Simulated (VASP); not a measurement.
# Re (P6_3/mmc) in VASP: single point with r2SCAN

Aim: the single point of Re with r2SCAN.

Program: VASP 6.6.1. These are calculated values, not measurements. Logs are shortened: lines on timing, memory, paths and dates and some standing lists are left out, and cuts for length are marked.

### 1 The cell of the first run

Symmetry: P6_3/mmc, No. 194, hexagonal system. The conventional cell has a = 2.759 Å, b = 2.759 Å, c = 4.459 Å, α = 90.00°, β = 90.00°, γ = 120.00°. Re (site symmetry -6m2) has 12 Re at 2.74 to 2.76 Å within 3.6 Å.

### 2 Single point, r2SCAN

POSCAR reads:

```
Re
1.0
    2.7593321937      0.0000000000      0.0000000000
   -1.3796660968      2.3896517772      0.0000000000
    0.0000000000      0.0000000000      4.4592644694
Re
2
Direct
    0.3333333333      0.6666666667      0.2500000000
    0.6666666667      0.3333333333      0.7500000000
```

INCAR.step1 reads:

```
SYSTEM = Re
PREC = Accurate
ENCUT = 520
ISMEAR = -1
SIGMA = 0.1
LREAL = .FALSE.
LASPH = .TRUE.
NELM = 60
NBANDS = 14
GGA = PE
ALGO = Normal
EDIFF = 1E-4
LWAVE = .TRUE.
LCHARG = .FALSE.
```

INCAR.step2 reads:

```
SYSTEM = Re
PREC = Accurate
ENCUT = 520
EDIFF = 1E-6
ISMEAR = -1
SIGMA = 0.1
LREAL = .FALSE.
LASPH = .TRUE.
NELM = 60
ALGO = Normal
ISIF = 2
LWAVE = .FALSE.
LCHARG = .FALSE.
METAGGA = R2SCAN
LMIXTAU = .TRUE.
NBANDS = 14
ISTART = 1
```

KPOINTS reads:

```
Automatic mesh
0
G
  20 20 12
  0 0 0
```

Potentials or basis: VASP PAW PBE potentials, release 64 (Re).

Run with:

```bash
cat potpaw_PBE.64/Re/POTCAR > POTCAR
cp INCAR.step1 INCAR
mpirun -np 1 vasp_std > vasp.out
cp INCAR.step2 INCAR
mpirun -np 1 vasp_std > vasp.out
```

OUTCAR:

```text
SYSTEM = Re
   PREC = Accurate
   ENCUT = 520
   EDIFF = 1E-6
   ISMEAR = -1
   LREAL = .FALSE.
   LASPH = .TRUE.
   NELM = 60
   ISIF = 2
   METAGGA = R2SCAN
   ISTART = 1

 ion  position               nearest neighbor table
   1  0.333  0.667  0.250-   2 2.74   2 2.74   2 2.74   2 2.74   2 2.74   2 2.74
   2  0.667  0.333  0.750-   1 2.74   1 2.74   1 2.74   1 2.74   1 2.74   1 2.74

  LATTYP: Found a hexagonal cell.
 ALAT       =     2.7593321937
 C/A-ratio  =     1.6160665539

  Lattice vectors:

 A1 = (   2.7593321937,   0.0000000000,   0.0000000000)
 A2 = (  -1.3796660968,   2.3896517772,   0.0000000000)
 A3 = (   0.0000000000,   0.0000000000,   4.4592644694)

Analysis of symmetry for initial positions (statically):
=====================================================================
 Subroutine PRICEL returns:
 Original cell was already a primitive cell.

 Routine SETGRP: Setting up the symmetry group for a
 hexagonal supercell.

 Subroutine GETGRP returns: Found 24 space group operations
 (whereof 12 operations were pure point group operations)
 out of a pool of 24 trial point group operations.

The static configuration has the point symmetry D_3d.
 The point group associated with its full space group is D_6h.

Analysis of symmetry for dynamics (positions and initial velocities):
=====================================================================
 Subroutine PRICEL returns:
 Original cell was already a primitive cell.

 Routine SETGRP: Setting up the symmetry group for a
 hexagonal supercell.

 Subroutine GETGRP returns: Found 24 space group operations
 (whereof 12 operations were pure point group operations)
 out of a pool of 24 trial point group operations.

The dynamic configuration has the point symmetry D_3d.
 The point group associated with its full space group is D_6h.

 Subroutine INISYM returns: Found 24 space group operations
 (whereof 12 operations are pure point group operations),
 and found     1 'primitive' translations

----------------------------------------------------------------------------------------

                                     Primitive cell

  volume of cell :      29.4037

  direct lattice vectors                    reciprocal lattice vectors
     2.759332194  0.000000000  0.000000000     0.362406528  0.209235507  0.000000000
    -1.379666097  2.389651777  0.000000000     0.000000000  0.418471013  0.000000000
     0.000000000  0.000000000  4.459264469     0.000000000  0.000000000  0.224252230

  length of vectors
     2.759332194  2.759332194  4.459264469     0.418471013  0.418471013  0.224252230

  position of ions in fractional coordinates (direct lattice)
     0.333333333  0.666666667  0.250000000
     0.666666667  0.333333333  0.750000000

  ion indices of the primitive-cell ions
   primitive index   ion index
                 1           1
                 2           2

----------------------------------------------------------------------------------------

 KPOINTS: Automatic mesh

Automatic generation of k-mesh.
 Grid dimensions read from file:
 generate k-points for:   20   20   12

 Generating k-lattice:

  Cartesian coordinates                     Fractional coordinates (reciprocal lattice)
     0.018120326  0.010461775  0.000000000     0.050000000 -0.000000000  0.000000000
     0.000000000  0.020923551  0.000000000     0.000000000  0.050000000  0.000000000
     0.000000000  0.000000000  0.018687686     0.000000000  0.000000000  0.083333333

  Length of vectors
     0.020923551  0.020923551  0.018687686

  Shift w.r.t. Gamma in fractional coordinates (k-lattice)
     0.000000000  0.000000000  0.000000000

 Subroutine IBZKPT returns following result:
 ===========================================

 Found    308 irreducible k-points:

 Following reciprocal coordinates:
            Coordinates               Weight
  0.000000  0.000000  0.000000      1.000000
  0.050000 -0.000000  0.000000      6.000000
  0.100000  0.000000  0.000000      6.000000
  0.150000  0.000000  0.000000      6.000000
  0.200000  0.000000  0.000000      6.000000
  0.250000  0.000000  0.000000      6.000000
[... 16 lines left out ...]
  0.200000  0.100000  0.000000     12.000000
  0.250000  0.100000  0.000000     12.000000
 [... further k-points ...]
   k-points           NKPTS =    308   k-points in BZ     NKDIM =    308   number of bands    NBANDS=     14
   number of dos      NEDOS =    301   number of ions     NIONS =      2
   total plane-waves  NPLWV =  20736
   dimension x,y,z NGX =    24 NGY =   24 NGZ =   36
   dimension x,y,z NGXF=    48 NGYF=   48 NGZF=   72
   ions per type =               2
   NGX,Y,Z   is equivalent  to a cutoff of  14.46, 14.46, 13.42 a.u.
   NGXF,Y,Z  is equivalent  to a cutoff of  28.92, 28.92, 26.84 a.u.
 SYSTEM =  Re
   PREC   = accura    normal or accurate (medium, high low for compatibility)
   ISTART =      1    job   : 0-new  1-cont  2-samecut
   ICHARG =      0    charge: 1-file 2-atom 10-const
   ISPIN  =      1    spin polarized calculation?
   LNONCOLLINEAR =      F non collinear calculations
   LSORBIT =      F    spin-orbit coupling
   LASPH  =      T    aspherical Exc in radial PAW
   ENCUT  =  520.0 eV  38.22 Ry    6.18 a.u.   5.13  5.13  8.29*2*pi/ulx,y,z
   NELM   =     60;   NELMIN=  2; NELMDL=  0     # of ELM steps
   EDIFF  = 0.1E-05   stopping-criterion for ELM
   LREAL  =      F    real-space projection
   EDIFFG = 0.1E-04   stopping-criterion for IOM
   NSW    =      0    number of steps for IOM
   IBRION =     -1    ionic relax: 0-MD 1-quasi-New 2-CG
   NFREE  =      0    steps in history (QN), initial steepest desc. (CG)
   ISIF   =      2    stress and relaxation
   ISYM   =      2    0-nonsym 1-usesym 2-fastsym
   POTIM  = 0.5000    time-step for ionic-motion
   TEBEG  =    0.0;   TEEND  =   0.0 temperature during run
   PSTRESS=    0.0 pullay stress
   NELECT =      14.0000    total number of electrons
   NUPDOWN=      -1.0000    fix difference up-down
   EMIN   =  10.00;   EMAX   =-10.00  energy-range for DOS
   EFERMI =   0.00;   METHOD = LEGACY
   ISMEAR =    -1;   SIGMA  =   0.10  broadening in eV -4-tet -1-fermi 0-gaus
   EFERMI_NEDOS =   21; number of points for ismear=-14 and -15
   IALGO  =     38    algorithm
   IMIX   =      4    mixing-type and parameters
     AMIX     =   0.40;   BMIX     =  1.00
     AMIX_MAG =   1.60;   BMIX_MAG =  1.00
  volume/ion in A,a.u.               =      14.70        99.21
  Fermi-wavevector in a.u.,A,eV,Ry     =   1.278351  2.415734 22.234398  1.634182
  Thomas-Fermi vector in A             =   2.410899
   LORBIT       =      0    0 simple, 1 ext, 2 COOP (PROOUT), +10 PAW based schemes
   METAGGA = R2SCAN    functional components
   LHFCALC =     F    Hartree Fock is set to
   AEXX    =    0.0000 exact exchange contribution
   IVDW    =     0    specifies the selected vdW correction
   LEPSILON=     F    determine dielectric tensor
   LRPA    =     F    only Hartree local field effects (RPA)
 non-spin polarized calculation
  energy-cutoff  :      520.00
  volume of cell :       29.40
 maximum number of plane-waves:       808
 NGX is ok and might be reduce to    24
   NGX = 11   NGY = 11   NGZ = 17

 number of electron      14.0000000 magnetization

 Free energy of the ion-electron system (eV)
  ---------------------------------------------------
  ext. energy  EPLUGINS =         0.00000000
  ---------------------------------------------------
  free energy    TOTEN  =      -104.92631332 eV

  energy without entropy =     -104.87484417  energy(sigma->0) =     -104.90057875

 E-fermi :   7.6949     XC(G=0): -14.9943

 val. band max:        7.6847517546   @ k =   0.1500   0.1000   0.3333
 cond. band min:       7.7070450229   @ k =   0.2000   0.0000   0.0833
 fundamental gap:      0.0222932683
 Fermi energy:         7.6948946782

 k-point     1 :       0.0000    0.0000    0.0000
  band No.  band energies     occupation
      1      -2.6552      2.00000
      2       0.7576      2.00000
      3       6.0440      2.00000
      4       6.0716      2.00000
      5       6.0716      2.00000
      6       6.9345      1.99900
      7       6.9345      1.99900
      8       7.9218      0.18748
      9       7.9218      0.18748
     10       8.2375      0.00877
     11      11.2204      0.00000
     12      11.2204      0.00000
     13      18.2536      0.00000
     14      22.5225      0.00000

 k-point     2 :       0.0500   -0.0000    0.0000
  band No.  band energies     occupation
      1      -2.5473      2.00000
      2       0.8590      2.00000
      3       5.7146      2.00000
      4       6.1696      2.00000
      5       6.3630      2.00000
      6       6.8553      1.99955
      7       7.0270      1.99749
      8       7.6847      1.05107
      9       7.8378      0.38638
     10       7.9833      0.10588
     11      11.2768      0.00000
     12      11.7161      0.00000
     13      18.2493      0.00000
     14      22.7628      0.00000

 k-point     3 :       0.1000    0.0000    0.0000
  band No.  band energies     occupation
      1      -2.2309      2.00000
      2       1.1480      2.00000
      3       5.3153      2.00000
      4       6.4607      1.99999
      5       6.5636      1.99998
      6       6.7598      1.99983
      7       6.8425      1.99960
      8       7.3012      1.96174
      9       7.6121      1.39196
     10       7.7867      0.57088
     11      11.4220      0.00000
     12      12.7772      0.00000
     13      18.2164      0.00000
     14      23.4365      0.00000
[... 324 lines left out ...]
 k-point    23 :       0.2000    0.1000    0.0000
  band No.  band energies     occupation
      1      -0.0796      2.00000
      2       2.5532      2.00000
      3       4.0562      2.00000
      4       4.1247      2.00000
      5       5.8600      2.00000
      6       6.0760      2.00000
      7       7.3110      1.95789
      8       8.0157      0.07776
      9       8.8081      0.00003
     10       9.6782      0.00000
     11      11.8098      0.00000
     12      17.1335      0.00000
     13      17.6810      0.00000
     14      23.3550      0.00000

 k-point    24 :       0.2500    0.1000    0.0000
  band No.  band energies     occupation
      1       0.6390      2.00000
      2       2.4894      2.00000
      3       3.4261      2.00000
      4       4.2866      2.00000
      5       5.8416      2.00000
      6       5.9801      2.00000
      7       7.0037      1.99801
      8       8.6653      0.00012
      9       9.7014      0.00000
     10      10.6189      0.00000
     11      11.8886      0.00000
     12      17.5433      0.00000
     13      18.3587      0.00000
     14      21.5265      0.00000

 [... further k-points ...]
[... 5 lines left out ...]
  --------------------------------------------------------------------------------------
  -------------------------------------------------------------------------------------
  Total        0.0177593      0.0177593      0.0012174      0.0000000      0.0000000      0.0000000
  in kB        0.9676847      0.9676847      0.0663338      0.0000000      0.0000000      0.0000000
  external PRESSURE =       0.6672344 kB  Pullay stress =       0.0000000 kB

 VOLUME and BASIS-vectors are now :
 -----------------------------------------------------------------------------
  energy-cutoff  :      520.00
  volume of cell :       29.40
      direct lattice vectors                 reciprocal lattice vectors
     2.759332194  0.000000000  0.000000000     0.362406528  0.209235507  0.000000000
    -1.379666097  2.389651777  0.000000000     0.000000000  0.418471013  0.000000000
     0.000000000  0.000000000  4.459264469     0.000000000  0.000000000  0.224252230

 POSITION                                       TOTAL-FORCE (eV/Angst)
 -----------------------------------------------------------------------------------
     -0.00000      1.59310      1.11482         0.000000      0.000000      0.000000
      1.37967      0.79655      3.34445        -0.000000     -0.000000      0.000000
 -----------------------------------------------------------------------------------
    total drift:                               -0.000000      0.000000     -0.000000

  FREE ENERGIE OF THE ION-ELECTRON SYSTEM (eV)
  ---------------------------------------------------
  free  energy   TOTEN  =      -104.9263133246 eV

  energy  without entropy=     -104.8748441664  energy(sigma->0) =     -104.90057875
```

It took 6.4 min on 1 thread of Intel Xeon Platinum 8259CL at 2.50GHz (Skylake/Cascade Lake), shared host; peak memory 0.25 GiB.

What came out:

```yaml
Free_energy: -104.9263 eV
Pressure: 0.1 GPa
Band_gap_on_the_k_mesh: zero (band 7 reaches 9.30 eV, above the bottom of band 8 at 5.94 eV)
```

Levels at points of the mesh, in eV from the Fermi level:
| k point | band 4 | band 5 | band 6 | band 7 | band 8 | band 9 | band 10 | band 11 |
| --- | --- | --- | --- | --- | --- | --- | --- | --- |
| (0.00, 0.00, 0.00) | -1.62 | -1.62 | -0.76 | -0.76 | 0.23 | 0.23 | 0.54 | 3.53 |
| (0.50, 0.00, 0.00) | -1.98 | -1.87 | -1.45 | -0.64 | 4.13 | 4.55 | 4.67 | 6.28 |
| (0.00, 0.00, 0.50) | -2.51 | -1.76 | -1.76 | -1.76 | -1.76 | 2.67 | 2.67 | 2.67 |
| (0.50, 0.00, 0.50) | -4.29 | 0.44 | 0.44 | 0.91 | 0.91 | 4.45 | 4.45 | 4.95 |

Caveat: the PAW data sets were made with another functional, which shifts forces and pressure a little; spin-orbit coupling is left out, which moves the levels of the heavy elements.
